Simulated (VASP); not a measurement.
Input of a VASP 6.6.1 run:

File INCAR:

```
PREC = Accurate ; ENCUT = 600
EDIFF = 1E-8 ; ISMEAR = -1
SIGMA = 0.15 ; LREAL = False
LASPH = True ; NELM = 60
ALGO = Normal ; ISIF = 3
LWAVE = False ; LCHARG = True
IBRION = 6 ; NFREE = 2
POTIM = 0.015 ; NSW = 1
```

Contents of KPOINTS:

```
regular mesh
0
Gamma
  16 16 16
```

Contents of POSCAR:

```
NbH2
1.0
    0.0000000000      2.2379736276      2.2379736276
    2.2379736276      0.0000000000      2.2379736276
    2.2379736276      2.2379736276      0.0000000000
Nb H
1 2
Direct
    0.0000000000      0.0000000000      0.0000000000
    0.2500000000      0.2500000000      0.2500000000
    0.7500000000      0.7500000000      0.7500000000
```

Potentials or basis: VASP PAW LDA potentials, release 64 (Nb_sv, H).

Launch:

```console
$ cat potpaw_LDA.64/Nb_sv/POTCAR potpaw_LDA.64/H/POTCAR > POTCAR
$ mpirun -np 1 vasp_std > vasp.out
```

Problem. Estimate the elastic constants C11, C12, C44.

Solution. 301, 160, 91 GPa.

Problem. Predict the Voigt bulk modulus.

Solution. 207 GPa.

Problem. What does it give for the highest phonon frequency at Γ?

Solution. 1341 cm⁻¹.

Clamped-ion elastic tensor (GPa):
```
301 160 160   0   0   0
160 301 160   0   0   0
160 160 301   0   0   0
  0   0   0 161   0   0
  0   0   0   0 161   0
  0   0   0   0   0 161
```

Caveat: the cell is under stress, which shifts elastic constants.
